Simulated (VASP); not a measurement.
# Ni: single point with r2SCAN+U

The system is Ni.

```xyz
1
Lattice="0.0000 1.7319 1.7319 1.7319 0.0000 1.7319 1.7319 1.7319 0.0000" Properties=species:S:1:pos:R:3 pbc="T T T"
Ni    0.0000    0.0000    0.0000
```

```yaml
Program: VASP 6.6.1
Task: single point
Functional: r2SCAN
Potentials_or_basis: VASP PAW PBE potentials, release 64 (Ni)
Cutoff: 520 eV
k_mesh: 11 × 11 × 11
Occupations: methfessel-paxton, width 0.0173 eV
Spin: no spin polarisation
Hubbard_terms: Ni d U = 3.0 eV
Dipole_correction: no
Further_INCAR_settings: ALGO = Normal; EDIFF = 1e-07; NBANDS = 11
```

```
Pressure               : -7.1 GPa
Band gap on the k mesh : zero (band 5 reaches 9.28 eV, above the bottom of band 6 at 7.85 eV)
```

Levels at points of the mesh, in eV from the Fermi level:
| k point | band 2 | band 3 | band 4 | band 5 | band 6 | band 7 | band 8 | band 9 |
| --- | --- | --- | --- | --- | --- | --- | --- | --- |
| (0.00, 0.00, 0.00) | -1.98 | -1.98 | -1.98 | -1.17 | -1.17 | 25.73 | 30.41 | 30.41 |

Eigenvalues of the final occupation matrices:
```
    site  spin  trace               eigenvalues
site 1 d     1   4.27  0.81 0.81 0.81 0.91 0.91
site 1 d     2   4.27  0.81 0.81 0.81 0.91 0.91
```

It took 14 s on 1 thread of Intel(R) Xeon(R) 6975P-C (Granite Rapids), on a shared host, peak memory 0.12 GiB.

Caveat: the PAW data sets were made with another functional, which shifts forces and pressure a little; the run has no spin polarisation, though such a crystal can be magnetic; U without spin polarisation on a metal has little footing; the U is typed as a test and isn't derived for this compound. Spin polarisation is off, so any magnetic state and its effect on volume and gap are missing.
